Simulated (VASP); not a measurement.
# SiC (P6_3mc) in VASP: a series of runs, part 3 of 3

VASP 6.6.1. The steps go on from the part before.

## Step 5: Single point, LDA (c/a of the conventional cell at fixed volume 1.6851)

INCAR

```
PREC = Accurate ; ENCUT = 520
EDIFF = 1E-7 ; ISMEAR = 0
SIGMA = 0.05 ; LREAL = False
LASPH = True ; NELM = 100
ALGO = Normal ; ISIF = 2
LWAVE = False ; LCHARG = False
NBANDS = 16
```

KPOINTS

```
regular mesh
0
Gamma
  12 12 6
```

POSCAR

```
SiC
1.0
    3.0294870667      0.0000000000      0.0000000000
   -1.5147435334      2.6236127602      0.0000000000
    0.0000000000      0.0000000000      5.1049886560
Si C
2 2
Direct
    0.3333333333      0.6666666667      0.0046041256
    0.6666666667      0.3333333333      0.5046041256
    0.3333333333      0.6666666667      0.4252507829
    0.6666666667      0.3333333333      0.9252507829
```

Potentials or basis: VASP PAW LDA potentials, release 64 (Si, C).

Started as:

```console
$ cat potpaw_LDA.64/Si/POTCAR potpaw_LDA.64/C/POTCAR > POTCAR
$ mpirun -np 1 vasp_std > vasp.out
```

OUTCAR:

```text
PREC = Accurate
   ENCUT = 520
   EDIFF = 1E-7
   ISMEAR = 0
   LREAL = False
   LASPH = True
   NELM = 100
   ISIF = 2

 ion  position               nearest neighbor table
   1  0.333  0.667  0.005-   4 1.80   4 1.80   4 1.80   3 2.15   2 3.09   2 3.09   2 3.09   2 3.09
                             2 3.09   2 3.09
   2  0.667  0.333  0.505-   3 1.80   3 1.80   3 1.80   4 2.15   1 3.09   1 3.09   1 3.09   1 3.09
                             1 3.09   1 3.09
   3  0.333  0.667  0.425-   2 1.80   2 1.80   2 1.80   1 2.15
   4  0.667  0.333  0.925-   1 1.80   1 1.80   1 1.80   2 2.15

  LATTYP: Found a hexagonal cell.
 ALAT       =     3.0294870667
 C/A-ratio  =     1.6851000000

  Lattice vectors:

 A1 = (   3.0294870667,   0.0000000000,   0.0000000000)
 A2 = (  -1.5147435334,   2.6236127602,   0.0000000000)
 A3 = (   0.0000000000,   0.0000000000,   5.1049886560)

Analysis of symmetry for initial positions (statically):
=====================================================================
 Subroutine PRICEL returns:
 Original cell was already a primitive cell.

 Routine SETGRP: Setting up the symmetry group for a
 hexagonal supercell.

 Subroutine GETGRP returns: Found 12 space group operations
[... 171 lines left out ...]

 E-fermi :   9.4789     XC(G=0): -11.6185

 val. band max:        9.2426441836   @ k =   0.0000   0.0000   0.0000
 cond. band min:      11.1866976773   @ k =   0.5000   0.0000   0.0000
 fundamental gap:      1.9440534936
 Fermi energy:         9.4788585687

 k-point     1 :       0.0000    0.0000    0.0000
  band No.  band energies     occupation
      1      -7.2692      2.00000
      2      -4.0912      2.00000
      3       0.2113      2.00000
      4       6.7704      2.00000
      5       6.7704      2.00000
      6       7.8054      2.00000
[... 433 lines left out ...]
      3       1.1982      2.00000
      4       2.8942      2.00000
      5       3.2034      2.00000
      6       5.2650      2.00000
[... 8 lines left out ...]
     15      19.0912      0.00000
     16      20.2837      0.00000

 [... further k-points ...]
[... 5 lines left out ...]
  --------------------------------------------------------------------------------------
  -------------------------------------------------------------------------------------
  Total        4.1292550      4.1292550     -2.7278150     -0.0000000      0.0000000      0.0000000
  in kB      163.0491969    163.0491969   -107.7114519     -0.0000000      0.0000000      0.0000000
  external PRESSURE =      72.7956473 kB  Pullay stress =       0.0000000 kB

 VOLUME and BASIS-vectors are now :
 -----------------------------------------------------------------------------
  energy-cutoff  :      520.00
  volume of cell :       40.58
      direct lattice vectors                 reciprocal lattice vectors
     3.029487067  0.000000000  0.000000000     0.330088882  0.190576905  0.000000000
    -1.514743533  2.623612760  0.000000000     0.000000000  0.381153810  0.000000000
     0.000000000  0.000000000  5.104988656     0.000000000  0.000000000  0.195886821

 POSITION                                       TOTAL-FORCE (eV/Angst)
 -----------------------------------------------------------------------------------
     -0.00000      1.74908      0.02350        -0.000000     -0.000000      2.328650
      1.51474      0.87454      2.57600         0.000000      0.000000      2.328650
     -0.00000      1.74908      2.17090         0.000000     -0.000000     -2.328650
      1.51474      0.87454      4.72339        -0.000000      0.000000     -2.328650
 -----------------------------------------------------------------------------------
    total drift:                               -0.000000      0.000000      0.000041

  FREE ENERGIE OF THE ION-ELECTRON SYSTEM (eV)
  ---------------------------------------------------
  free  energy   TOTEN  =       -32.5290296542 eV

  energy  without entropy=      -32.5290296542  energy(sigma->0) =      -32.52902965
```

OSZICAR:

```text
N       E                     dE             d eps       ncg     rms          rms(c)
DAV:   1     0.236364092788E+02    0.23636E+02   -0.72403E+03  2432   0.897E+02
DAV:   2    -0.345807376699E+02   -0.58217E+02   -0.53241E+02  3432   0.160E+02
DAV:   3    -0.371324505936E+02   -0.25517E+01   -0.25425E+01  3256   0.311E+01
DAV:   4    -0.371523600993E+02   -0.19910E-01   -0.19907E-01  2896   0.342E+00
DAV:   5    -0.371525641176E+02   -0.20402E-03   -0.20401E-03  3240   0.324E-01    0.139E+01
DAV:   6    -0.326979972609E+02    0.44546E+01   -0.77774E+00  3056   0.174E+01    0.630E+00
DAV:   7    -0.325773541465E+02    0.12064E+00   -0.13264E+00  3424   0.680E+00    0.259E+00
DAV:   8    -0.325349879533E+02    0.42366E-01   -0.71912E-02  2792   0.162E+00    0.756E-01
DAV:   9    -0.325289664851E+02    0.60215E-02   -0.88485E-03  3192   0.655E-01    0.121E-01
DAV:  10    -0.325290237907E+02   -0.57306E-04   -0.70800E-04  2904   0.171E-01    0.652E-02
DAV:  11    -0.325290309891E+02   -0.71984E-05   -0.23138E-05  3248   0.346E-02    0.231E-02
DAV:  12    -0.325290303548E+02    0.63429E-06   -0.55571E-06  3136   0.154E-02    0.841E-03
DAV:  13    -0.325290296281E+02    0.72672E-06   -0.17438E-06  3160   0.837E-03    0.116E-03
DAV:  14    -0.325290296542E+02   -0.26134E-07   -0.15494E-07  2072   0.265E-03
   1 F= -.32529030E+02 E0= -.32529030E+02  d E =-.663804E-14
```

stdout:

```text
POSCAR found type information on POSCAR SiC
 POSCAR found :  2 types and       4 ions
 scaLAPACK will be used
 LDA part: xc-table for (Slater(with rela. corr.)+CA(PZ))
 , standard interpolation
 POSCAR, INCAR and KPOINTS ok, starting setup
 FFT: planning ... GRIDC
 FFT: planning ... GRID_SOFT
 FFT: planning ... GRID
 WAVECAR not read
 entering main loop
```

Run time: 19 s. Hardware: 1 thread of Intel Xeon 6975P-C (Granite Rapids), shared host; peak memory 0.16 GiB.

What came out:

```
Free energy            : -32.5290 eV
Pressure               : 7.3 GPa
Largest force          : 2.329 eV/Å
Band gap on the k mesh : 1.94 eV, indirect (least direct gap 4.06 eV)
```

Forces on the atoms (eV/Å):
```
Si   0.000  0.000  2.329
Si   0.000  0.000  2.329
C    0.000  0.000 -2.329
C    0.000  0.000 -2.329
```

Stress tensor (GPa, compression positive):
```
 16.30   0.00   0.00
  0.00  16.30   0.00
  0.00   0.00 -10.77
```

Caveat: forces of over 1 eV/Å act on the atoms, so gaps and moduli don't describe the material at rest.

## Step 6: Overview

| cell | gap on the mesh (eV) | pressure (GPa) | largest force (eV/Å) |
| --- | --- | --- | --- |
| a = 3.113, b = 3.113, c = 4.836 Å, angles 90.0, 90.0, 120.0°, 4 atoms | 1.25 | -0.3 | 1.60 |
| a = 2.979, b = 2.979, c = 5.280 Å, angles 90.0, 90.0, 120.0°, 4 atoms | 1.18 | 0.3 | 0.78 |
| a = 3.029, b = 3.029, c = 5.105 Å, angles 90.0, 90.0, 120.0°, 4 atoms | 1.94 | 7.3 | 2.33 |

Some of these runs hold the atoms at other places in the same cell, which the table doesn't show; runs alike in all that it shows share one row.

Alike in all rows: task single point; level LDA; potentials or basis VASP PAW LDA potentials, release 64 (Si, C); no spin polarisation; k mesh 12 × 12 × 6; cutoff (eV) 520; smearing gaussian 0.05 eV.

Caveats: forces of over 1 eV/Å act on the atoms, so gaps and moduli don't describe the material at rest (some runs).

Absolute energies hang on the potentials; compare differences alone.
